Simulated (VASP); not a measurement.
The system is NaF.

```
CELL_PARAMETERS angstrom
2.79349 0.00000 0.00000
0.00000 2.79349 0.00000
0.00000 0.00000 2.79349
ATOMIC_POSITIONS crystal
Na 0.00000 0.00000 0.00000
F 0.50000 0.50000 0.50000
```

Base run:

```yaml
Program: VASP 6.6.1
Functional: r2SCAN0
Potentials_or_basis: VASP PAW PBE potentials, release 64 (Na_pv, F)
Cutoff: 520 eV
k_mesh: 6 × 6 × 6
Occupations: gaussian, width 0.01 eV
Spin: no spin polarisation
```

Its results: band gap on the k mesh 9.73 eV, indirect (least direct gap 10.08 eV); pressure -1.7 GPa.

**Question.** The run is repeated on the same cell with these changes: functional from r2SCAN0 to PBE. What comes out?

**Answer.** Band gap on the k mesh 6.11 eV, indirect (least direct gap 6.45 eV); pressure 4.2 GPa.

r2SCAN0 gives the wider gap, since exact exchange removes part of the self-interaction.

Caveats: the PAW data sets were made with another functional, which shifts forces and pressure a little (some runs).

A k mesh can miss the band edges.
